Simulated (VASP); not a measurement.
A run of VASP 6.6.1 is set up as follows.

Contents of POSCAR:

```
LiBr
1.0
    0.0000000000      2.7395650468      2.7395650468
    2.7395650468      0.0000000000      2.7395650468
    2.7395650468      2.7395650468      0.0000000000
Li Br
1 1
Direct
    0.0000000000      0.0000000000      0.0000000000
    0.5000000000      0.5000000000      0.5000000000
```

The input INCAR.step1:

```
SYSTEM = LiBr
ALGO = Normal ; EDIFF = 1E-5
ENCUT = 650 ; GGA = PE
GGA_COMPAT = .False. ; ISIF = 2
ISMEAR = 0 ; LASPH = .True.
LCHARG = .False. ; LREAL = .False.
LWAVE = .True. ; NBANDS = 12
NELM = 120 ; PREC = Accurate
SIGMA = 0.01
```

The input INCAR.step2:

```
SYSTEM = LiBr
ALGO = Normal ; EDIFF = 1E-6
ENCUT = 650 ; GGA = PE
GGA_COMPAT = .False. ; HFSCREEN = 0.2079
ISIF = 2 ; ISMEAR = 0
ISTART = 1 ; LASPH = .True.
LCHARG = .False. ; LHFCALC = .True.
LREAL = .False. ; LWAVE = .False.
NBANDS = 12 ; NELM = 120
PREC = Accurate ; PRECFOCK = Normal
SIGMA = 0.01
```

KPOINTS

```
k-points
0
Gamma
  6 6 6
  0 0 0
```

Potentials or basis: VASP PAW PBE potentials, release 64 (Li_sv, Br).

Launch:

```console
$ cat potpaw_PBE.64/Li_sv/POTCAR potpaw_PBE.64/Br/POTCAR > POTCAR
$ cp INCAR.step1 INCAR
$ mpirun -np 1 vasp_std > vasp.out
$ cp INCAR.step2 INCAR
$ mpirun -np 1 vasp_std > vasp.out
```

(1) What does it give for the band gap on the k mesh?

(2) Predict the pressure.

## Answers

(1) 6.21 eV.

(2) -0.2 GPa.

Caveat: the PAW data sets were made with another functional, which shifts forces and pressure a little.
